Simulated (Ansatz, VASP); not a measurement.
One calculation of CsPbI2Br, two programs

File INCAR:

```
PREC = Accurate
ENCUT = 520
EDIFF = 1E-6
ISMEAR = 0
SIGMA = 0.05
LREAL = F
LASPH = T
NELM = 60
ALGO = Normal
ISIF = 2
LWAVE = F
LCHARG = T
GGA = PE
LELF = T
LVHAR = T
NBANDS = 30
```

Contents of KPOINTS:

```
regular mesh
0
Gamma
  4 4 6
```

The input POSCAR:

```
CsPbI2Br
1.0
    6.3752960000      0.0000000000      0.0000000000
    0.0000000000      6.3752960000      0.0000000000
    0.0000000000      0.0000000000      5.9622200000
Cs Pb I Br
1 1 2 1
Direct
    0.5000000000      0.5000000000      0.5000000000
    0.0000000000      0.0000000000      0.0000000000
    0.0000000000      0.5000000000     -0.0838613805
    0.5000000000      0.0000000000     -0.0838613805
    0.0000000000      0.0000000000      0.5000000000
```

Input for Ansatz:

```yaml
crystal:
  lattice:
    - [6.375296, 0.0, 0.0]
    - [0.0, 6.375296, 0.0]
    - [0.0, 0.0, 5.96222]
  atoms:
    - { symbol: Cs, position: [0.5, 0.5, 0.5] }
    - { symbol: Pb, position: [0.0, 0.0, 0.0] }
    - { symbol: I, position: [0.0, 0.5, -0.0838613805] }
    - { symbol: I, position: [0.5, 0.0, -0.0838613805] }
    - { symbol: Br, position: [0.0, 0.0, 0.5] }
basis:
  ecutwfc: 420
kpoints:
  mp_grid: { grid: [4, 4, 6] }
hamiltonian:
  xc: pbe
scf:
  occupations: { method: gaussian, width: 0.05 }
output:
  forces: true
  stress: true
  eigenvalues: true
```

Change from the starting cell: all I atoms moved -0.500 Å, as atom 3 along Cartesian [0 0 1].

Alike in both runs: task single point; functional PBE; k mesh 4 × 4 × 6; occupations gaussian, width 0.05 eV; no spin polarisation.

```csv
,VASP,Ansatz
version,VASP 6.6.1,Ansatz 0.2.0
potentials or method,"VASP PAW PBE potentials, release 64 (Cs_sv, Pb_d, I, Br), cutoff 520 eV","scalar-relativistic, plane waves, PAW"
valence electrons in the cell,44,64
```

|  | VASP | Ansatz | Ansatz less VASP |
| --- | --- | --- | --- |
| gap on the k mesh at the Fermi level (eV) | 2.04 | 2.04 | -0.001 |
| least direct gap on the mesh (eV) | 2.04 | 2.04 | -0.001 |
| pressure (GPa) | 0.3 | 0.3 | +0.01 |
| traceless stress, the component that is largest in VASP (GPa) | 0.14 | 0.13 | -0.006 |
| rms of the force components (eV/Å) | 0.086 | 0.085 | -0.0009 |

Atom by atom the forces differ by 0.001 eV/Å (rms over components). VASP's potentials hold 44 valence electrons a cell and Ansatz's 64, so a difference there can come from the potentials and not from the codes.

Spin-orbit coupling is off throughout.
